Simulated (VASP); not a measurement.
Here is a VASP 6.6.1 calculation.

File INCAR:

```
SYSTEM = SiB4W
  PREC = Accurate
  ENCUT = 520
  EDIFF = 1E-7
  ISMEAR = 0
  SIGMA = 0.1
  LREAL = .FALSE.
  LASPH = .TRUE.
  NELM = 100
  ALGO = Normal
  ISIF = 2
  LWAVE = .FALSE.
  LCHARG = .TRUE.
  GGA = PE
  LELF = .TRUE.
  LVHAR = .TRUE.
  NBANDS = 24
```

File KPOINTS:

```
regular mesh
0
G
  6 6 4
  0 0 0
```

Contents of POSCAR:

```
SiB4W
1.0
    3.3266944400      0.0000000000      0.0000000000
    0.0000000000      3.3266944400      0.0000000000
    0.0000000000      0.0000000000      4.7874598400
Si B W
1 4 1
Direct
    0.5000000000      0.5000000000      0.5000000000
    0.5000000000      0.0000000000      0.7327468400
    0.0000000000      0.5000000000      0.2672531600
    0.5000000000      0.0000000000      0.2672531600
    0.0000000000      0.5000000000      0.7327468400
    0.0000000000      0.0000000000      0.0000000000
```

Potentials or basis: VASP PAW PBE potentials, release 64 (Si, B, W_sv).

Launch:

```sh
$ cat potpaw_PBE.64/Si/POTCAR potpaw_PBE.64/B/POTCAR potpaw_PBE.64/W_sv/POTCAR > POTCAR
$ mpirun -np 1 vasp_std > vasp.out
```

Task: Predict the pressure.

Result: 49.6 GPa.

Task: Predict the band gap on the k mesh.

Result: Zero (bands 15 and 16 overlap by 1.39 eV).

Forces in eV/Å, atoms in the order of the input:
```
Si   0.000  0.000  0.000
B    0.000  0.000 -2.927
B    0.000  0.000  2.927
B    0.000  0.000  2.927
B    0.000  0.000 -2.927
W    0.000  0.000  0.000
```

Caveat: the cell stands under pressure; spin-orbit coupling is left out, which moves the levels of the heavy elements; forces of over 1 eV/Å act on the atoms, so gaps and moduli don't describe the material at rest.
